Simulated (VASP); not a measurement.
Here is a VASP 6.6.1 calculation.

Contents of INCAR:

```
PREC     = Accurate       # precision mode
ENCUT    = 520            # plane-wave cutoff, eV
EDIFF    = 1E-7           # SCF threshold, eV
ISMEAR   = 0              # smearing method
SIGMA    = 0.05           # smearing width, eV
LREAL    = F              # projectors in reciprocal space
LASPH    = T              # aspherical terms in the spheres
NELM     = 80             # most SCF steps
ALGO     = Normal         # electronic algorithm
ISIF     = 2              # what is computed and relaxed
LWAVE    = F              # write WAVECAR
LCHARG   = T              # write CHGCAR
GGA      = PS             # functional
LELF     = T              # ELF
LVHAR    = T            
NBANDS   = 32             # bands
```

The input KPOINTS:

```
Automatic mesh
0
Gamma
  4 4 4
```

POSCAR

```
Mg6O5
1.0
    5.5908553621      0.0000000000      0.0000000000
    0.0000000000      5.5908553621      0.0000000000
    0.0000000000      0.0000000000      5.5908553621
Mg O
6 5
Direct
    0.2500000000      0.0000000000      0.5000000000
    0.0000000000      0.5000000000      0.2500000000
    0.5000000000      0.7500000000      0.0000000000
    0.7500000000      0.0000000000      0.5000000000
    0.0000000000      0.5000000000      0.7500000000
    0.5000000000      0.2500000000      0.0000000000
    0.5000000000      0.0000000000      0.2500000000
    0.0000000000      0.7500000000      0.5000000000
    1.0000000000      0.4060966586      0.0000000000
    0.5000000000      0.0000000000      0.7500000000
    0.0000000000      0.2500000000      0.5000000000
```

Potentials or basis: VASP PAW PBE potentials, release 64 (Mg, O).

Launch:

```bash
$ cat potpaw_PBE.64/Mg/POTCAR potpaw_PBE.64/O/POTCAR > POTCAR
$ mpirun -np 1 vasp_std > vasp.out
```

(1) Estimate the band gap on the k mesh.

(2) What does it give for the largest force?

(3) Estimate the pressure.

## Answers

(1) 0.30 eV.

(2) 15.338 eV/Å.

(3) 14.7 GPa.

Caveat: the cell differs from its parent crystal (atoms taken out, atom 9 moved 0.500 of the way to it and -0.525 Å across, host rigid); the PAW data sets were made with another functional, which shifts forces and pressure a little.
